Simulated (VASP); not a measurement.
# Cd (R-3m) in VASP: notebook

Cd is run at these levels: revPBE, PBE, PBE+U, PBEsol; tasks: electric field gradients, single point.

Program: VASP 6.6.1. These are calculated values, not measurements. Logs are shortened: lines on timing, memory, paths and dates and some standing lists are left out, and cuts for length are marked.

## Step 1: The cell of the first run

The structure is trigonal, space group R-3m (No. 166). Conventional cell: a = 3.216 Å, b = 3.216 Å, c = 7.348 Å, α = 90.00°, β = 90.00°, γ = 120.00°. Within 4.0 Å of Cd (site symmetry -3m) lie 12 Cd at 3.07 to 3.22 Å.

## Step 2: Electric field gradients, revPBE

Input file INCAR:

```
SYSTEM = Cd
PREC = Accurate
ENCUT = 520
EDIFF = 1E-8
ISMEAR = 1
SIGMA = 0.0027
LREAL = .FALSE.
LASPH = .TRUE.
NELM = 100
ALGO = Normal
ISIF = 2
LWAVE = .FALSE.
LCHARG = .FALSE.
GGA = RE
LEFG = .TRUE.
NBANDS = 12
```

Input file KPOINTS:

```
Automatic mesh
0
G
  6 6 6
  0 0 0
```

Input file POSCAR:

```
Cd
1.0
    1.6080291515      0.9283960635      2.4492874100
   -1.6080291515      0.9283960635      2.4492874100
    0.0000000000     -1.8567921270      2.4492874100
Cd
1
Direct
    0.0000000000      0.0000000000      0.0000000000
```

Potentials or basis: VASP PAW PBE potentials, release 64 (Cd).

The run is started by

```
cat potpaw_PBE.64/Cd/POTCAR > POTCAR
mpirun -np 1 vasp_std > vasp.out
```

OUTCAR:

```text
SYSTEM = Cd
   PREC = Accurate
   ENCUT = 520
   EDIFF = 1E-8
   ISMEAR = 1
   LREAL = .FALSE.
   LASPH = .TRUE.
   NELM = 100
   ISIF = 2
   GGA = RE

 ion  position               nearest neighbor table
   1  0.000  0.000  0.000-

  LATTYP: Found a trigonal (rhomboedric) cell.
 ALAT       =     3.0735461310
 COS(alpha) =     0.4525576903

  Lattice vectors:

 A1 = (   1.6080291515,   0.9283960635,   2.4492874100)
 A2 = (  -1.6080291515,   0.9283960635,   2.4492874100)
 A3 = (   0.0000000000,  -1.8567921270,   2.4492874100)

Analysis of symmetry for initial positions (statically):
=====================================================================
 Subroutine PRICEL returns:
 Original cell was already a primitive cell.

 Routine SETGRP: Setting up the symmetry group for a
 trigonal (rhombohedral) supercell.

 Subroutine GETGRP returns: Found 12 space group operations
 (whereof 12 operations were pure point group operations)
 out of a pool of 12 trial point group operations.

The static configuration has the point symmetry D_3d.

Analysis of symmetry for dynamics (positions and initial velocities):
=====================================================================
 Subroutine PRICEL returns:
 Original cell was already a primitive cell.

 Routine SETGRP: Setting up the symmetry group for a
 trigonal (rhombohedral) supercell.

 Subroutine GETGRP returns: Found 12 space group operations
 (whereof 12 operations were pure point group operations)
 out of a pool of 12 trial point group operations.

The dynamic configuration has the point symmetry D_3d.

 Subroutine INISYM returns: Found 12 space group operations
 (whereof 12 operations are pure point group operations),
 and found     1 'primitive' translations

----------------------------------------------------------------------------------------

                                     Primitive cell

  volume of cell :      21.9391

  direct lattice vectors                    reciprocal lattice vectors
     1.608029152  0.928396064  2.449287410     0.310939637  0.179521083  0.136094005
    -1.608029152  0.928396064  2.449287410    -0.310939637  0.179521083  0.136094005
     0.000000000 -1.856792127  2.449287410     0.000000000 -0.359042166  0.136094005

  length of vectors
     3.073546131  3.073546131  3.073546131     0.383969862  0.383969862  0.383969862

  position of ions in fractional coordinates (direct lattice)
     0.000000000  0.000000000  0.000000000

  ion indices of the primitive-cell ions
   primitive index   ion index
                 1           1

----------------------------------------------------------------------------------------

 KPOINTS: Automatic mesh

Automatic generation of k-mesh.
 Grid dimensions read from file:
 generate k-points for:    6    6    6

 Generating k-lattice:

  Cartesian coordinates                     Fractional coordinates (reciprocal lattice)
     0.051823273  0.029920180  0.022682334     0.166666667  0.000000000 -0.000000000
    -0.051823273  0.029920180  0.022682334     0.000000000  0.166666667 -0.000000000
     0.000000000 -0.059840361  0.022682334    -0.000000000 -0.000000000  0.166666667

  Length of vectors
     0.063994977  0.063994977  0.063994977

  Shift w.r.t. Gamma in fractional coordinates (k-lattice)
     0.000000000  0.000000000  0.000000000

 Subroutine IBZKPT returns following result:
 ===========================================

 Found     32 irreducible k-points:

 Following reciprocal coordinates:
            Coordinates               Weight
  0.000000  0.000000  0.000000      1.000000
  0.166667 -0.000000  0.000000      6.000000
  0.333333 -0.000000  0.000000      6.000000
  0.500000  0.000000 -0.000000      3.000000
  0.166667  0.166667  0.000000      6.000000
  0.333333  0.166667 -0.000000     12.000000
[... 16 lines left out ...]
  0.500000  0.500000  0.166667      6.000000
 -0.333333  0.500000  0.166667     12.000000
 [... further k-points ...]
   k-points           NKPTS =     32   k-points in BZ     NKDIM =     32   number of bands    NBANDS=     12
   number of dos      NEDOS =    301   number of ions     NIONS =      1
   total plane-waves  NPLWV =  13824
   dimension x,y,z NGX =    24 NGY =   24 NGZ =   24
   dimension x,y,z NGXF=    48 NGYF=   48 NGZF=   48
   ions per type =               1
   NGX,Y,Z   is equivalent  to a cutoff of  12.98, 12.98, 12.98 a.u.
   NGXF,Y,Z  is equivalent  to a cutoff of  25.96, 25.96, 25.96 a.u.
 SYSTEM =  Cd
   PREC   = accura    normal or accurate (medium, high low for compatibility)
   ISTART =      0    job   : 0-new  1-cont  2-samecut
   ICHARG =      2    charge: 1-file 2-atom 10-const
   ISPIN  =      1    spin polarized calculation?
   LNONCOLLINEAR =      F non collinear calculations
   LSORBIT =      F    spin-orbit coupling
   LASPH  =      T    aspherical Exc in radial PAW
   ENCUT  =  520.0 eV  38.22 Ry    6.18 a.u.   5.71  5.71  5.71*2*pi/ulx,y,z
   NELM   =    100;   NELMIN=  2; NELMDL= -5     # of ELM steps
   EDIFF  = 0.1E-07   stopping-criterion for ELM
   LREAL  =      F    real-space projection
   EDIFFG = 0.1E-06   stopping-criterion for IOM
   NSW    =      0    number of steps for IOM
   IBRION =     -1    ionic relax: 0-MD 1-quasi-New 2-CG
   NFREE  =      0    steps in history (QN), initial steepest desc. (CG)
   ISIF   =      2    stress and relaxation
   ISYM   =      2    0-nonsym 1-usesym 2-fastsym
   POTIM  = 0.5000    time-step for ionic-motion
   TEBEG  =    0.0;   TEEND  =   0.0 temperature during run
   PSTRESS=    0.0 pullay stress
   NELECT =      12.0000    total number of electrons
   NUPDOWN=      -1.0000    fix difference up-down
   EMIN   =  10.00;   EMAX   =-10.00  energy-range for DOS
   EFERMI =   0.00;   METHOD = LEGACY
   ISMEAR =     1;   SIGMA  =   0.00  broadening in eV -4-tet -1-fermi 0-gaus
   EFERMI_NEDOS =   21; number of points for ismear=-14 and -15
   IALGO  =     38    algorithm
   IMIX   =      4    mixing-type and parameters
     AMIX     =   0.40;   BMIX     =  1.00
     AMIX_MAG =   1.60;   BMIX_MAG =  1.00
  volume/ion in A,a.u.               =      21.94       148.05
  Fermi-wavevector in a.u.,A,eV,Ry     =   1.338842  2.530044 24.388398  1.792497
  Thomas-Fermi vector in A             =   2.467280
   LORBIT       =      0    0 simple, 1 ext, 2 COOP (PROOUT), +10 PAW based schemes
   GGA     = RE    functional components
   LHFCALC =     F    Hartree Fock is set to
   AEXX    =    0.0000 exact exchange contribution
   IVDW    =     0    specifies the selected vdW correction
   LEPSILON=     F    determine dielectric tensor
   LRPA    =     F    only Hartree local field effects (RPA)
 non-spin polarized calculation
 Methfessel and Paxton  Order N= 1 SIGMA  =   0.00
  energy-cutoff  :      520.00
  volume of cell :       21.94
 maximum number of plane-waves:       604
   NGX = 11   NGY = 11   NGZ = 11

 number of electron      11.9999997 magnetization

 Free energy of the ion-electron system (eV)
  ---------------------------------------------------
  ext. energy  EPLUGINS =         0.00000000
  ---------------------------------------------------
  free energy    TOTEN  =        -0.33164560 eV

  energy without entropy =       -0.33160826  energy(sigma->0) =       -0.33163316

 E-fermi :   2.9398     XC(G=0): -10.8607

 val. band max:        2.9392779322   @ k =   0.5000   0.1667  -0.0000
 cond. band min:       3.2883982390   @ k =  -0.3333   0.3333   0.1667
 fundamental gap:      0.3491203068
 Fermi energy:         2.9398217162

 k-point     1 :       0.0000    0.0000    0.0000
  band No.  band energies     occupation
      1      -6.3307      2.00000
      2      -6.3307      2.00000
      3      -6.1251      2.00000
      4      -5.8049      2.00000
      5      -5.7723      2.00000
      6      -5.7723      2.00000
      7      16.3772      0.00000
      8      17.0874      0.00000
      9      17.0874      0.00000
     10      19.9199      0.00000
     11      20.5421      0.00000
     12      20.5421      0.00000
[... 331 lines left out ...]
 k-point    24 :      -0.3333    0.5000    0.1667
  band No.  band energies     occupation
      1      -6.5934      2.00000
      2      -6.5578      2.00000
      3      -5.8322      2.00000
      4      -5.6430      2.00000
      5      -5.3264      2.00000
      6       3.4546      0.00000
      7       4.7822      0.00000
      8       6.5551      0.00000
      9       7.6658      0.00000
     10      17.1390      0.00000
     11      19.1236      0.00000
     12      23.8457      0.00000

 [... further k-points ...]

------------------------ aborting loop because EDIFF is reached ----------------------------------------

  FORCE on cell =-STRESS in cart. coord.  units (eV):
  Direction    XX          YY          ZZ          XY          YZ          ZX
  --------------------------------------------------------------------------------------
  -------------------------------------------------------------------------------------
  Total        1.1120885      1.1120885     -0.0618345      0.0000000     -0.0000000     -0.0000000
  in kB       81.2141550     81.2141550     -4.5156814      0.0000000     -0.0000000     -0.0000000
  external PRESSURE =      52.6375429 kB  Pullay stress =       0.0000000 kB

 VOLUME and BASIS-vectors are now :
 -----------------------------------------------------------------------------
  energy-cutoff  :      520.00
  volume of cell :       21.94
      direct lattice vectors                 reciprocal lattice vectors
     1.608029152  0.928396064  2.449287410     0.310939637  0.179521083  0.136094005
    -1.608029152  0.928396064  2.449287410    -0.310939637  0.179521083  0.136094005
     0.000000000 -1.856792127  2.449287410     0.000000000 -0.359042166  0.136094005

 POSITION                                       TOTAL-FORCE (eV/Angst)
 -----------------------------------------------------------------------------------
      0.00000      0.00000      0.00000         0.000000      0.000000      0.000000
 -----------------------------------------------------------------------------------
    total drift:                               -0.000000     -0.000000     -0.000000

  FREE ENERGIE OF THE ION-ELECTRON SYSTEM (eV)
  ---------------------------------------------------
  free  energy   TOTEN  =        -0.3316456005 eV

  energy  without entropy=       -0.3316082646  energy(sigma->0) =       -0.33163316

 Electric field gradients (V/A^2)
---------------------------------------------------------------------
 ion       V_xx      V_yy      V_zz      V_xy      V_xz      V_yz
---------------------------------------------------------------------
   1      -0.030    -0.030     0.061    -0.000     0.000     0.000
---------------------------------------------------------------------

 Electric field gradients after diagonalization (V/A^2)
 (convention: |V_zz| > |V_xx| > |V_yy|)
----------------------------------------------------------------------
 ion       V_xx      V_yy      V_zz     asymmetry (V_yy - V_xx)/ V_zz
----------------------------------------------------------------------
   1      -0.030    -0.030     0.061       0.000
----------------------------------------------------------------------

           NMR quadrupolar parameters

 Cq : quadrupolar parameter    Cq=e*Q*V_zz/h
 eta: asymmetry parameters     (V_yy - V_xx)/ V_zz
 Q  : nuclear electric quadrupole moment in mb (millibarn)
----------------------------------------------------------------------
 ion       Cq(MHz)       eta       Q (mb)
----------------------------------------------------------------------
   1       0.000       0.000       1.000
----------------------------------------------------------------------
```

Run time: 17 s. Hardware: 1 thread of AMD EPYC 7R13, shared host; peak memory 0.11 GiB.

What came out:

| Item | Value |
| --- | --- |
| Free energy | -0.3316 eV |
| Pressure | 5.3 GPa |
| Band gap on the k mesh | zero (band 6 reaches 3.45 eV, above the bottom of band 7 at 1.33 eV) |

Stress tensor (GPa, compression positive):
```
 8.12  0.00  0.00
 0.00  8.12  0.00
 0.00  0.00 -0.45
```

Levels at points of the mesh, in eV from the Fermi level:
```
           k point  band 4  band 5  band 6  band 7  band 8  band 9
(0.00, 0.00, 0.00)   -8.74   -8.71   -8.71   13.44   14.15   14.15
(0.50, 0.00, 0.00)   -8.44   -8.32   -2.44   -1.61   12.49   12.53
(0.50, 0.50, 0.00)   -8.28   -8.23   -0.80    1.38    6.04    7.57
(0.50, 0.50, 0.50)   -8.31   -8.31   -1.94   -0.46   11.49   11.49
```

Caveat: the k points lie up to 0.40 Å⁻¹ apart; without QUAD_EFG the Cq values of the log hold for a quadrupole moment of 1 mb, not for the nuclei; the PAW data sets were made with another functional, which shifts forces and pressure a little.

## Step 3: Electric field gradients, PBE

Input file INCAR:

```
SYSTEM = Cd
  PREC = Accurate
  ENCUT = 400
  EDIFF = 1E-8
  ISMEAR = 0
  SIGMA = 0.1
  LREAL = .FALSE.
  LASPH = .TRUE.
  NELM = 120
  ALGO = Normal
  ISIF = 2
  LWAVE = .FALSE.
  LCHARG = .FALSE.
  GGA = PE
  LEFG = .TRUE.
  NELECT = 12.1
  ISYM = 0
  NBANDS = 12
  GGA_COMPAT = .FALSE.
```

Input file KPOINTS:

```
regular mesh
0
G
  1 7 8
  0 0 0
```

POSCAR is that of step 2.

Potentials or basis: VASP PAW PBE potentials, release 64 (Cd).

The run is started by

```
cat potpaw_PBE.64/Cd/POTCAR > POTCAR
mpirun -np 1 vasp_std > vasp.out
```

OUTCAR:

```text
SYSTEM = Cd
   PREC = Accurate
   ENCUT = 400
   EDIFF = 1E-8
   ISMEAR = 0
   LREAL = .FALSE.
   LASPH = .TRUE.
   NELM = 120
   ISIF = 2
   GGA = PE
   NELECT = 12.1
   ISYM = 0

 ion  position               nearest neighbor table
   1  0.000  0.000  0.000-

IMPORTANT INFORMATION: All symmetrisations will be switched off!
NOSYMM: (Re-)initialisation of all symmetry stuff for point group C_1.

----------------------------------------------------------------------------------------

                                     Primitive cell

  volume of cell :      21.9391

  direct lattice vectors                    reciprocal lattice vectors
     1.608029152  0.928396064  2.449287410     0.310939637  0.179521083  0.136094005
    -1.608029152  0.928396064  2.449287410    -0.310939637  0.179521083  0.136094005
     0.000000000 -1.856792127  2.449287410     0.000000000 -0.359042166  0.136094005

  length of vectors
     3.073546131  3.073546131  3.073546131     0.383969862  0.383969862  0.383969862

  position of ions in fractional coordinates (direct lattice)
     0.000000000  0.000000000  0.000000000

  ion indices of the primitive-cell ions
   primitive index   ion index
                 1           1

----------------------------------------------------------------------------------------

 KPOINTS: regular mesh

Automatic generation of k-mesh.
 Grid dimensions read from file:
 generate k-points for:    1    7    8

 Generating k-lattice:

[... 148 lines left out ...]
      8      16.8731      0.00000
      9      16.9078      0.00000
     10      19.7129      0.00000
     11      20.3521      0.00000
     12      20.3714      0.00000
[... 331 lines left out ...]
 k-point    24 :       0.0000   -0.2857    0.3750
  band No.  band energies     occupation
      1      -6.7760      2.00000
      2      -6.3333      2.00000
      3      -6.0483      2.00000
      4      -5.8722      2.00000
      5      -5.6116      2.00000
      6       1.6406      2.00000
      7       3.5200      0.00000
      8       6.6982      0.00000
      9      12.7686      0.00000
     10      15.2836      0.00000
     11      22.6925      0.00000
     12      23.7061      0.00000

 [... further k-points ...]

------------------------ aborting loop because EDIFF is reached ----------------------------------------

  FORCE on cell =-STRESS in cart. coord.  units (eV):
  Direction    XX          YY          ZZ          XY          YZ          ZX
  --------------------------------------------------------------------------------------
  -------------------------------------------------------------------------------------
  Total       -0.5540873      0.6646427     -3.7274238     -1.6956369     -1.9185592     -3.8147623
  in kB      -40.4641618     48.5378583   -272.2081616   -123.8298175   -140.1094999   -278.5863644
  external PRESSURE =     -88.0448217 kB  Pullay stress =       0.0000000 kB

 VOLUME and BASIS-vectors are now :
 -----------------------------------------------------------------------------
  energy-cutoff  :      400.00
  volume of cell :       21.94
      direct lattice vectors                 reciprocal lattice vectors
     1.608029152  0.928396064  2.449287410     0.310939637  0.179521083  0.136094005
    -1.608029152  0.928396064  2.449287410    -0.310939637  0.179521083  0.136094005
     0.000000000 -1.856792127  2.449287410     0.000000000 -0.359042166  0.136094005

 POSITION                                       TOTAL-FORCE (eV/Angst)
 -----------------------------------------------------------------------------------
      0.00000      0.00000      0.00000         0.000000      0.000000      0.000000
 -----------------------------------------------------------------------------------
    total drift:                                0.000000      0.000000      0.000000

  FREE ENERGIE OF THE ION-ELECTRON SYSTEM (eV)
  ---------------------------------------------------
  free  energy   TOTEN  =        -3.1026703183 eV

  energy  without entropy=       -3.0998652578  energy(sigma->0) =       -3.10126779

 Electric field gradients (V/A^2)
---------------------------------------------------------------------
 ion       V_xx      V_yy      V_zz      V_xy      V_xz      V_yz
---------------------------------------------------------------------
   1     -37.682   -71.049   108.731    57.829   192.631    98.356
---------------------------------------------------------------------

 Electric field gradients after diagonalization (V/A^2)
 (convention: |V_zz| > |V_xx| > |V_yy|)
----------------------------------------------------------------------
 ion       V_xx      V_yy      V_zz     asymmetry (V_yy - V_xx)/ V_zz
----------------------------------------------------------------------
   1    -171.531  -107.116   278.646       0.231
----------------------------------------------------------------------

           NMR quadrupolar parameters

 Cq : quadrupolar parameter    Cq=e*Q*V_zz/h
 eta: asymmetry parameters     (V_yy - V_xx)/ V_zz
 Q  : nuclear electric quadrupole moment in mb (millibarn)
----------------------------------------------------------------------
 ion       Cq(MHz)       eta       Q (mb)
----------------------------------------------------------------------
   1       0.674       0.231       1.000
----------------------------------------------------------------------
```

Wall time 4.8 s (1 thread of Intel Xeon 6975P-C (Granite Rapids), shared host); peak memory 0.12 GiB.

What came out:

```yaml
Free_energy: -3.1027 eV
```

Levels at points of the mesh, in eV from the Fermi level:
| k point | band 3 | band 4 | band 5 | band 6 | band 7 | band 8 | band 9 | band 10 |
| --- | --- | --- | --- | --- | --- | --- | --- | --- |
| (0.00, 0.00, 0.00) | -8.57 | -8.32 | -8.20 | -8.20 | 13.90 | 14.55 | 14.58 | 17.39 |
| (0.00, 0.00, 0.50) | -8.52 | -7.93 | -7.81 | -2.02 | -1.17 | 12.89 | 12.98 | 14.42 |

Electric field gradients, principal values (V/Å²):
```csv
atom,least,middle,greatest (by size)
1 Cd,-107.116,-171.531,278.646
```

Caveat: the k points lie up to 2.41 Å⁻¹ apart; the cell carries a net charge on a neutralising background, which shifts energy and pressure; the cell is charged against a uniform background, so pressure and absolute levels hang on convention; without QUAD_EFG the Cq values of the log hold for a quadrupole moment of 1 mb, not for the nuclei.

(Part 1 of 2 ends here.)
